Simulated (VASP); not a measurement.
# MgRuO (P4/mmm) in VASP: a series of runs

MgRuO is run at these levels: PBE; tasks: single point, relaxation of cell and atoms.

All numbers are computed with VASP 6.6.1; they aren't measurements. Logs are shortened: lines on timing, memory, paths and dates and some standing lists are left out, and cuts for length are marked.

## 1. The cell of the first run

The structure is tetragonal, space group P4/mmm (No. 123). Conventional cell: a = 3.113 Å, b = 3.113 Å, c = 3.995 Å, α = 90.00°, β = 90.00°, γ = 90.00°. Mg (site symmetry 4/mmm) has 2 O at 2.00 Å within 2.6 Å. Within 3.2 Å of Ru (site symmetry 4/mmm) lie 4 O at 2.20 Å and 8 Mg at 2.97 Å and 4 Ru at 3.11 Å. Within 2.6 Å of O (site symmetry 4/mmm) lie 2 Mg at 2.00 Å and 4 Ru at 2.20 Å.

The cell was generated, and may not be a known phase.

## 2. Single point, PBE, collinear spin, ferromagnetic start

File INCAR:

```
SYSTEM = MgRuO
PREC = Accurate ; ENCUT = 520
EDIFF = 1E-6 ; ISMEAR = 0
SIGMA = 0.1 ; LREAL = .False.
LASPH = .True. ; NELM = 150
ALGO = Normal ; ISIF = 2
LWAVE = .False. ; LCHARG = .True.
ISPIN = 2 ; MAGMOM = 0 1 0
LORBIT = 11 ; LMAXMIX = 4
GGA = PE ; LELF = .True.
LVHAR = .True. ; NBANDS = 22
```

File KPOINTS:

```
regular mesh
0
Gamma
  4 4 6
  0 0 0
```

File POSCAR:

```
MgRuO
1.0
    3.1132057548      0.0000000000      0.0000000000
    0.0000000000      3.1132057548      0.0000000000
    0.0000000000      0.0000000000      3.9952931042
Mg Ru O
1 1 1
Direct
    0.5000000000      0.5000000000      0.5000000000
    0.0000000000      0.0000000000      0.0000000000
    0.5000000000      0.5000000000      0.0000000000
```

Potentials or basis: VASP PAW PBE potentials, release 64 (Mg, Ru_pv, O).

Run with:

```console
> cat potpaw_PBE.64/Mg/POTCAR potpaw_PBE.64/Ru_pv/POTCAR potpaw_PBE.64/O/POTCAR > POTCAR
> mpirun -np 1 vasp_std > vasp.out
```

OUTCAR:

```text
SYSTEM = MgRuO
   PREC = Accurate
   ENCUT = 520
   EDIFF = 1E-6
   ISMEAR = 0
   LREAL = .False.
   LASPH = .True.
   NELM = 150
   ISIF = 2
   ISPIN = 2
   LORBIT = 11
   GGA = PE

 ion  position               nearest neighbor table
   1  0.500  0.500  0.500-   3 2.00   3 2.00   2 2.97   2 2.97   2 2.97   2 2.97   2 2.97   2 2.97
                             2 2.97   2 2.97
   2  0.000  0.000  0.000-   3 2.20   3 2.20   3 2.20   3 2.20   1 2.97   1 2.97   1 2.97   1 2.97
                             1 2.97   1 2.97   1 2.97   1 2.97
   3  0.500  0.500  0.000-   1 2.00   1 2.00   2 2.20   2 2.20   2 2.20   2 2.20

  LATTYP: Found a simple tetragonal cell.
 ALAT       =     3.1132057548
 C/A-ratio  =     1.2833373117

  Lattice vectors:

 A1 = (   3.1132057548,   0.0000000000,   0.0000000000)
 A2 = (   0.0000000000,   3.1132057548,   0.0000000000)
 A3 = (   0.0000000000,   0.0000000000,   3.9952931042)

Analysis of symmetry for initial positions (statically):
=====================================================================
 Subroutine PRICEL returns:
 Original cell was already a primitive cell.

 Routine SETGRP: Setting up the symmetry group for a
 simple tetragonal supercell.

 Subroutine GETGRP returns: Found 16 space group operations
 (whereof 16 operations were pure point group operations)
 out of a pool of 16 trial point group operations.

The static configuration has the point symmetry D_4h.

Analysis of symmetry for dynamics (positions and initial velocities):
=====================================================================
 Subroutine PRICEL returns:
 Original cell was already a primitive cell.

 Routine SETGRP: Setting up the symmetry group for a
 simple tetragonal supercell.

 Subroutine GETGRP returns: Found 16 space group operations
 (whereof 16 operations were pure point group operations)
 out of a pool of 16 trial point group operations.

The dynamic configuration has the point symmetry D_4h.

Analysis of structural, dynamic, and magnetic symmetry:
=====================================================================
 Subroutine PRICEL returns:
 Original cell was already a primitive cell.

 Routine SETGRP: Setting up the symmetry group for a
 simple tetragonal supercell.

 Subroutine GETGRP returns: Found 16 space group operations
 (whereof 16 operations were pure point group operations)
 out of a pool of 16 trial point group operations.

The overall configuration has the point symmetry D_4h.

 Subroutine INISYM returns: Found 16 space group operations
 (whereof 16 operations are pure point group operations),
 and found     1 'primitive' translations

----------------------------------------------------------------------------------------

                                     Primitive cell

  volume of cell :      38.7226

  direct lattice vectors                    reciprocal lattice vectors
     3.113205755  0.000000000  0.000000000     0.321212306  0.000000000  0.000000000
     0.000000000  3.113205755  0.000000000     0.000000000  0.321212306  0.000000000
     0.000000000  0.000000000  3.995293104     0.000000000  0.000000000  0.250294528

  length of vectors
     3.113205755  3.113205755  3.995293104     0.321212306  0.321212306  0.250294528

  position of ions in fractional coordinates (direct lattice)
     0.500000000  0.500000000  0.500000000
     0.000000000  0.000000000  0.000000000
     0.500000000  0.500000000  0.000000000

  ion indices of the primitive-cell ions
   primitive index   ion index
                 1           1
                 2           2
                 3           3

----------------------------------------------------------------------------------------

 KPOINTS: regular mesh

Automatic generation of k-mesh.
 Grid dimensions read from file:
 generate k-points for:    4    4    6

 Generating k-lattice:

  Cartesian coordinates                     Fractional coordinates (reciprocal lattice)
     0.080303077  0.000000000  0.000000000     0.250000000  0.000000000  0.000000000
     0.000000000  0.080303077  0.000000000     0.000000000  0.250000000  0.000000000
     0.000000000  0.000000000  0.041715755     0.000000000  0.000000000  0.166666667

  Length of vectors
     0.080303077  0.080303077  0.041715755

  Shift w.r.t. Gamma in fractional coordinates (k-lattice)
     0.000000000  0.000000000  0.000000000

 Subroutine IBZKPT returns following result:
 ===========================================

 Found     24 irreducible k-points:

 Following reciprocal coordinates:
            Coordinates               Weight
  0.000000  0.000000  0.000000      1.000000
  0.250000  0.000000  0.000000      4.000000
  0.500000  0.000000  0.000000      2.000000
  0.250000  0.250000  0.000000      4.000000
  0.500000  0.250000  0.000000      4.000000
  0.500000  0.500000  0.000000      1.000000
[... 16 lines left out ...]
  0.500000  0.250000  0.500000      4.000000
  0.500000  0.500000  0.500000      1.000000
   k-points           NKPTS =     24   k-points in BZ     NKDIM =     24   number of bands    NBANDS=     22
   number of dos      NEDOS =    301   number of ions     NIONS =      3
   total plane-waves  NPLWV =  17280
   dimension x,y,z NGX =    24 NGY =   24 NGZ =   30
   dimension x,y,z NGXF=    48 NGYF=   48 NGZF=   60
   ions per type =               1   1   1
   NGX,Y,Z   is equivalent  to a cutoff of  12.82, 12.82, 12.48 a.u.
   NGXF,Y,Z  is equivalent  to a cutoff of  25.63, 25.63, 24.97 a.u.
 SYSTEM =  MgRuO
   PREC   = accura    normal or accurate (medium, high low for compatibility)
   ISTART =      0    job   : 0-new  1-cont  2-samecut
   ICHARG =      2    charge: 1-file 2-atom 10-const
   ISPIN  =      2    spin polarized calculation?
   LNONCOLLINEAR =      F non collinear calculations
   LSORBIT =      F    spin-orbit coupling
   LASPH  =      T    aspherical Exc in radial PAW
   ENCUT  =  520.0 eV  38.22 Ry    6.18 a.u.   5.79  5.79  7.43*2*pi/ulx,y,z
   NELM   =    150;   NELMIN=  2; NELMDL= -5     # of ELM steps
   EDIFF  = 0.1E-05   stopping-criterion for ELM
   LREAL  =      F    real-space projection
   EDIFFG = 0.1E-04   stopping-criterion for IOM
   NSW    =      0    number of steps for IOM
   IBRION =     -1    ionic relax: 0-MD 1-quasi-New 2-CG
   NFREE  =      0    steps in history (QN), initial steepest desc. (CG)
   ISIF   =      2    stress and relaxation
   ISYM   =      2    0-nonsym 1-usesym 2-fastsym
   POTIM  = 0.5000    time-step for ionic-motion
   TEBEG  =    0.0;   TEEND  =   0.0 temperature during run
   PSTRESS=    0.0 pullay stress
   NELECT =      22.0000    total number of electrons
   NUPDOWN=      -1.0000    fix difference up-down
   EMIN   =  10.00;   EMAX   =-10.00  energy-range for DOS
   EFERMI =   0.00;   METHOD = LEGACY
   ISMEAR =     0;   SIGMA  =   0.10  broadening in eV -4-tet -1-fermi 0-gaus
   EFERMI_NEDOS =   21; number of points for ismear=-14 and -15
   IALGO  =     38    algorithm
   IMIX   =      4    mixing-type and parameters
     AMIX     =   0.40;   BMIX     =  1.00
     AMIX_MAG =   1.60;   BMIX_MAG =  1.00
  volume/ion in A,a.u.               =      12.91        87.10
  Fermi-wavevector in a.u.,A,eV,Ry     =   1.355900  2.562279 25.013828  1.838465
  Thomas-Fermi vector in A             =   2.482948
   LORBIT       =     11    0 simple, 1 ext, 2 COOP (PROOUT), +10 PAW based schemes
   GGA     = PE    functional components
   LHFCALC =     F    Hartree Fock is set to
   AEXX    =    0.0000 exact exchange contribution
   IVDW    =     0    specifies the selected vdW correction
   LEPSILON=     F    determine dielectric tensor
   LRPA    =     F    only Hartree local field effects (RPA)
 spin polarized calculation
 Gauss-broadening in eV      SIGMA  =   0.10
  energy-cutoff  :      520.00
  volume of cell :       38.72
 maximum number of plane-waves:      1068
 NGX is ok and might be reduce to    24
   NGX = 11   NGY = 11   NGZ = 15

 number of electron      21.9999996 magnetization       0.7112775

 Free energy of the ion-electron system (eV)
  ---------------------------------------------------
  ext. energy  EPLUGINS =         0.00000000
  ---------------------------------------------------
  free energy    TOTEN  =       -16.76451308 eV

  energy without entropy =      -16.75578327  energy(sigma->0) =      -16.76014818

 E-fermi :   7.1669     XC(G=0): -11.4244

 val. band max:        7.1494038046   @ k =   0.2500   0.2500   0.3333
 cond. band min:       7.2017187375   @ k =   0.5000   0.5000   0.0000
 fundamental gap:      0.0523149329
 Fermi energy:         7.1668697318

 spin component 1

 k-point     1 :       0.0000    0.0000    0.0000
  band No.  band energies     occupation
      1     -35.6198      1.00000
      2     -35.6198      1.00000
      3     -34.8597      1.00000
      4     -13.2927      1.00000
      5       1.2153      1.00000
      6       2.2129      1.00000
[... 14 lines left out ...]
     21      23.0276      0.00000
     22      24.0438      0.00000

 k-point     2 :       0.2500    0.0000    0.0000
  band No.  band energies     occupation
      1     -35.6950      1.00000
      2     -35.6114      1.00000
      3     -34.8533      1.00000
      4     -12.9846      1.00000
      5       0.1973      1.00000
      6       1.0118      1.00000
[... 14 lines left out ...]
     21      23.1754      0.00000
     22      23.4068      0.00000

 k-point     3 :       0.5000    0.0000    0.0000
  band No.  band energies     occupation
      1     -35.7692      1.00000
      2     -35.6029      1.00000
      3     -34.8467      1.00000
      4     -12.6531      1.00000
      5      -1.0653      1.00000
      6       0.2140      1.00000
[... 14 lines left out ...]
     21      21.8045      0.00000
     22      22.3966      0.00000
[... 476 lines left out ...]
 k-point    23 :       0.5000    0.2500    0.5000
  band No.  band energies     occupation
      1     -35.7544      1.00000
      2     -35.6718      1.00000
      3     -34.8464      1.00000
      4     -12.7144      1.00000
      5       0.0029      1.00000
      6       0.5267      1.00000
[... 14 lines left out ...]
     21      21.5828      0.00000
     22      25.3477      0.00000

 k-point    24 :       0.5000    0.5000    0.5000
  band No.  band energies     occupation
      1     -35.7403      1.00000
      2     -35.7403      1.00000
      3     -34.8402      1.00000
      4     -12.8621      1.00000
      5       1.1042      1.00000
      6       1.1042      1.00000
[... 14 lines left out ...]
     21      20.8667      0.00000
     22      26.6506      0.00000
 Fermi energy:         7.1668697318

 spin component 2

 k-point     1 :       0.0000    0.0000    0.0000
  band No.  band energies     occupation
      1     -34.9772      1.00000
      2     -34.9772      1.00000
      3     -34.5064      1.00000
      4     -13.2337      1.00000
      5       1.2461      1.00000
      6       2.2477      1.00000
[... 14 lines left out ...]
     21      23.0141      0.00000
     22      24.0603      0.00000

 k-point     2 :       0.2500    0.0000    0.0000
  band No.  band energies     occupation
      1     -35.0535      1.00000
      2     -34.9685      1.00000
      3     -34.4999      1.00000
      4     -12.9295      1.00000
      5       0.3511      1.00000
      6       1.0637      1.00000
[... 14 lines left out ...]
     21      23.1837      0.00000
     22      23.6529      0.00000

 k-point     3 :       0.5000    0.0000    0.0000
  band No.  band energies     occupation
      1     -35.1289      1.00000
      2     -34.9597      1.00000
      3     -34.4933      1.00000
      4     -12.6029      1.00000
      5      -0.8903      1.00000
      6       0.4156      1.00000
[... 14 lines left out ...]
     21      21.7705      0.00000
     22      22.3966      0.00000
[... 476 lines left out ...]
 k-point    23 :       0.5000    0.2500    0.5000
  band No.  band energies     occupation
      1     -35.1133      1.00000
      2     -35.0293      1.00000
      3     -34.4931      1.00000
      4     -12.6585      1.00000
      5       0.1522      1.00000
      6       0.5768      1.00000
[... 14 lines left out ...]
     21      21.6636      0.00000
     22      25.3728      0.00000

 k-point    24 :       0.5000    0.5000    0.5000
  band No.  band energies     occupation
      1     -35.0985      1.00000
      2     -35.0985      1.00000
      3     -34.4868      1.00000
      4     -12.8016      1.00000
      5       1.1776      1.00000
      6       1.1776      1.00000
[... 14 lines left out ...]
     21      20.8708      0.00000
     22      26.9001      0.00000

------------------------ aborting loop because EDIFF is reached ----------------------------------------

  FORCE on cell =-STRESS in cart. coord.  units (eV):
  Direction    XX          YY          ZZ          XY          YZ          ZX
  --------------------------------------------------------------------------------------
  -------------------------------------------------------------------------------------
  Total        0.0150087      0.0150087     -0.1620133      0.0000000     -0.0000000      0.0000000
  in kB        0.6209984      0.6209984     -6.7034286      0.0000000     -0.0000000      0.0000000
  external PRESSURE =      -1.8204772 kB  Pullay stress =       0.0000000 kB

 VOLUME and BASIS-vectors are now :
 -----------------------------------------------------------------------------
  energy-cutoff  :      520.00
  volume of cell :       38.72
      direct lattice vectors                 reciprocal lattice vectors
     3.113205755  0.000000000  0.000000000     0.321212306  0.000000000  0.000000000
     0.000000000  3.113205755  0.000000000     0.000000000  0.321212306  0.000000000
     0.000000000  0.000000000  3.995293104     0.000000000  0.000000000  0.250294528

 POSITION                                       TOTAL-FORCE (eV/Angst)
 -----------------------------------------------------------------------------------
      1.55660      1.55660      1.99765         0.000000      0.000000      0.000000
      0.00000      0.00000      0.00000         0.000000      0.000000      0.000000
      1.55660      1.55660      0.00000         0.000000      0.000000      0.000000
 -----------------------------------------------------------------------------------
    total drift:                                0.000000     -0.000000     -0.000000

  FREE ENERGIE OF THE ION-ELECTRON SYSTEM (eV)
  ---------------------------------------------------
  free  energy   TOTEN  =       -16.7645130804 eV

  energy  without entropy=      -16.7557832725  energy(sigma->0) =      -16.76014818

 total charge

# of ion       s       p       d       tot
------------------------------------------
    1        0.153   0.170   0.061   0.384
    2        0.258   6.130   6.102  12.490
    3        1.553   3.467   0.000   5.020
--------------------------------------------------
tot          1.964   9.767   6.162  17.893

 magnetization (x)

# of ion       s       p       d       tot
------------------------------------------
    1       -0.001  -0.004  -0.001  -0.006
    2        0.014   0.002   0.689   0.705
    3        0.015   0.008   0.000   0.023
--------------------------------------------------
tot          0.028   0.006   0.688   0.722
```

It took 54 s on 1 thread of Intel Xeon 8259CL, shared host; peak memory 0.18 GiB.

Results:

```
Free energy                                           : -16.7645 eV
Pressure                                              : -0.2 GPa
Net moment                                            : 0.71 μB per cell
Site moments                                          : Mg -0.01; Ru +0.70; O +0.02 μB
Valence electrons inside the program's atomic spheres : Mg 0.38; Ru 12.49; O 5.02
```

Stress tensor (GPa, compression positive):
```
 0.06  0.00  0.00
 0.00  0.06  0.00
 0.00  0.00 -0.67
```

Levels at points of the mesh, in eV from the Fermi level:
Spin up:
```tsv
k point	band 9	band 10	band 11	band 12	band 13	band 14
(0.00, 0.00, 0.00)	-3.81	-1.12	-0.75	-0.75	-0.03	6.68
(0.50, 0.00, 0.00)	-0.52	-0.50	-0.27	0.34	2.80	4.06
(0.50, 0.50, 0.00)	-2.15	-1.85	-0.13	0.03	3.26	3.26
(0.00, 0.00, 0.50)	-1.11	-1.00	-1.00	-0.97	-0.91	1.31
(0.50, 0.00, 0.50)	-0.79	-0.77	-0.73	-0.14	2.80	4.67
(0.50, 0.50, 0.50)	-3.02	-0.41	-0.09	0.04	3.30	5.80
```
Spin down:
```tsv
k point	band 9	band 10	band 11	band 12	band 13	band 14
(0.00, 0.00, 0.00)	-3.13	-0.54	-0.44	-0.44	0.49	6.72
(0.50, 0.00, 0.00)	-0.18	-0.02	0.22	0.30	3.24	4.37
(0.50, 0.50, 0.00)	-1.89	-1.52	0.42	0.91	3.20	3.20
(0.00, 0.00, 0.50)	-1.01	-0.71	-0.71	-0.53	-0.43	1.54
(0.50, 0.00, 0.50)	-0.59	-0.42	-0.18	0.44	3.24	4.72
(0.50, 0.50, 0.50)	-2.83	0.13	0.47	0.91	3.25	5.85
```

Caveat: the k points lie up to 0.50 Å⁻¹ apart.

## 3. Single point, PBE, collinear spin, ferromagnetic start

This run uses another cell than the first one, of 12.84 Å³/atom.

File INCAR:

```
SYSTEM = MgRuO
  PREC = Accurate
  ENCUT = 520
  EDIFF = 1E-6
  ISMEAR = 0
  SIGMA = 0.1
  LREAL = .False.
  LASPH = .True.
  NELM = 150
  ALGO = Normal
  ISIF = 2
  LWAVE = .False.
  LCHARG = .True.
  ISPIN = 2
  MAGMOM = 0 0.63 0
  LORBIT = 11
  LMAXMIX = 4
  GGA = PE
  LELF = .True.
  LVHAR = .True.
  NBANDS = 22
```

File KPOINTS:

```
Automatic mesh
0
Gamma
  6 6 4
  0 0 0
```

File POSCAR:

```
MgRuO
1.0
    3.0805891647      0.0000000000      0.0000000000
    0.0000000000      3.0805891647      0.0000000000
    0.0000000000      0.0000000000      4.0603030544
Mg Ru O
1 1 1
Direct
    0.5000000000      0.5000000000      0.5000000000
    0.0000000000      0.0000000000      0.0000000000
    0.5000000000      0.5000000000      0.0000000000
```

Potentials or basis: VASP PAW PBE potentials, release 64 (Mg, Ru_pv, O).

Run with:

```console
> cat potpaw_PBE.64/Mg/POTCAR potpaw_PBE.64/Ru_pv/POTCAR potpaw_PBE.64/O/POTCAR > POTCAR
> mpirun -np 1 vasp_std > vasp.out
```

Wall time 77 s (1 thread of Intel Xeon 8259CL, shared host); peak memory 0.19 GiB.

Results (log left out):

| Item | Value |
| --- | --- |
| Free energy | -16.7008 eV |
| Pressure | -0.2 GPa |
| Net moment | 0.43 μB per cell |
| Site moments | Mg -0.01; Ru +0.42; O +0.03 μB |
| Valence electrons inside the program's atomic spheres | Mg 0.37; Ru 12.51; O 5.02 |

Stress tensor (GPa, compression positive):
```
-0.11  0.00  0.00
 0.00 -0.11  0.00
 0.00  0.00 -0.38
```

Levels at points of the mesh, in eV from the Fermi level:
Spin up:
| k point | band 9 | band 10 | band 11 | band 12 | band 13 | band 14 |
| --- | --- | --- | --- | --- | --- | --- |
| (0.00, 0.00, 0.00) | -3.99 | -1.08 | -0.77 | -0.77 | 0.13 | 6.34 |
| (0.50, 0.00, 0.00) | -0.55 | -0.51 | -0.25 | 0.23 | 2.98 | 4.09 |
| (0.50, 0.50, 0.00) | -2.27 | -1.76 | 0.02 | 0.03 | 3.14 | 3.14 |
| (0.00, 0.00, 0.50) | -1.17 | -1.07 | -0.98 | -0.98 | -0.98 | 1.32 |
| (0.50, 0.00, 0.50) | -0.83 | -0.72 | -0.70 | -0.17 | 2.98 | 4.41 |
| (0.50, 0.50, 0.50) | -3.08 | -0.36 | 0.03 | 0.05 | 3.25 | 5.64 |
Spin down:
```
           k point  band 7  band 8  band 9  band 10  band 11  band 12  band 13  band 14  band 15  band 16
(0.00, 0.00, 0.00)   -4.89   -4.89   -3.44    -0.88    -0.58    -0.58     0.39     6.34     8.62     9.48
(0.50, 0.00, 0.00)   -6.53   -2.89   -0.31    -0.10     0.06     0.19     3.16     4.25     5.27    10.34
(0.50, 0.50, 0.00)   -5.34   -2.11   -2.11    -1.62     0.21     0.76     3.11     3.11     4.10     7.29
(0.00, 0.00, 0.50)   -4.88   -3.34   -1.19    -0.87    -0.81    -0.81    -0.78     1.47     8.10    11.78
(0.50, 0.00, 0.50)   -7.09   -1.06   -0.61    -0.52    -0.46     0.26     3.16     4.44     5.61     7.49
(0.50, 0.50, 0.50)   -5.81   -2.97   -2.97    -0.13     0.25     0.76     3.23     5.67     5.67     7.01
```

Caveat: the k points lie up to 0.39 Å⁻¹ apart; a moment this small can come from the mesh or the smearing.

[end of part 1 of 2]
